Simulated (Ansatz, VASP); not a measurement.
## BaTiO3 in VASP and in Ansatz

Contents of INCAR:

```
SYSTEM = BaTiO3
PREC = Accurate
ENCUT = 520
EDIFF = 1E-6
ISMEAR = 0
SIGMA = 0.05
LREAL = .False.
LASPH = .True.
NELM = 150
ALGO = Normal
ISIF = 2
LWAVE = .False.
LCHARG = .False.
LMAXMIX = 4
LDAU = .True.
LDAUTYPE = 2
LDAUL = -1 2 -1
LDAUU = 0 4 0
LDAUJ = 0 0 0
LDAUPRINT = 1
GGA = PE
NBANDS = 28
```

Contents of KPOINTS:

```
Automatic mesh
0
Gamma
  6 6 6
  0 0 0
```

The input POSCAR:

```
BaTiO3
1.0
    2.8603720851      1.6514365933      2.3460535783
   -2.8603720851      1.6514365933      2.3460535783
    0.0000000000     -3.3028731867      2.3460535783
Ba Ti O
1 1 3
Direct
    0.0026800181      0.0026800181      0.0026800181
    0.4701744784      0.4701744784      0.4701744784
    0.4903227049      0.4903227049      0.9825753212
    0.4903227049      0.9825753212      0.4903227049
    0.9825753212      0.4903227049      0.4903227049
```

Input for Ansatz:

```yaml
crystal:
  lattice:
    - [2.8603720851, 1.6514365933, 2.3460535783]
    - [-2.8603720851, 1.6514365933, 2.3460535783]
    - [0.0, -3.3028731867, 2.3460535783]
  atoms:
    - { symbol: Ba, position: [0.0026800181, 0.0026800181, 0.0026800181] }
    - { symbol: Ti, position: [0.4701744784, 0.4701744784, 0.4701744784] }
    - { symbol: O, position: [0.4903227049, 0.4903227049, 0.9825753212] }
    - { symbol: O, position: [0.4903227049, 0.9825753212, 0.4903227049] }
    - { symbol: O, position: [0.9825753212, 0.4903227049, 0.4903227049] }
basis:
  ecutwfc: 420
kpoints:
  mp_grid: { grid: [6, 6, 6] }
hamiltonian:
  xc: pbe
  hubbard: { sites: [{ species: Ti, l: d, u_eff: 4.0 }] }
scf:
  occupations: { method: gaussian, width: 0.05 }
output:
  forces: true
  stress: true
  eigenvalues: true
```

Alike in both runs: task single point; functional PBE; k mesh 6 × 6 × 6; occupations gaussian, width 0.05 eV; no spin polarisation; Hubbard terms Ti d U = 4.0 eV.

|  | VASP | Ansatz |
| --- | --- | --- |
| version | VASP 6.6.1 | Ansatz 0.2.0 |
| potentials or method | VASP PAW PBE potentials, release 64 (Ba_sv, Ti_sv, O), cutoff 520 eV | scalar-relativistic, plane waves, PAW |
| valence electrons in the cell | 40 | 40 |

VASP gave:

| Quantity | Value |
| --- | --- |
| gap on the k mesh at the Fermi level (eV) | 2.25 |
| least direct gap on the mesh (eV) | 2.52 |
| pressure (GPa) | 1.4 |
| traceless stress, the component that is largest in VASP (GPa) | 0.55 |
| rms of the force components (eV/Å) | 0.430 |

Task: Estimate Ansatz's values.

Result: gap on the k mesh at the Fermi level (eV): 2.28; least direct gap on the mesh (eV): 2.53; pressure (GPa): -1.9; traceless stress, the component that is largest in VASP (GPa): 0.66; rms of the force components (eV/Å): 0.433.

The programs project onto different local orbitals, so the same U acts differently, and such runs can settle in different states. Atom by atom the forces differ by 0.103 eV/Å (rms over components).

Spin-orbit coupling is off throughout.
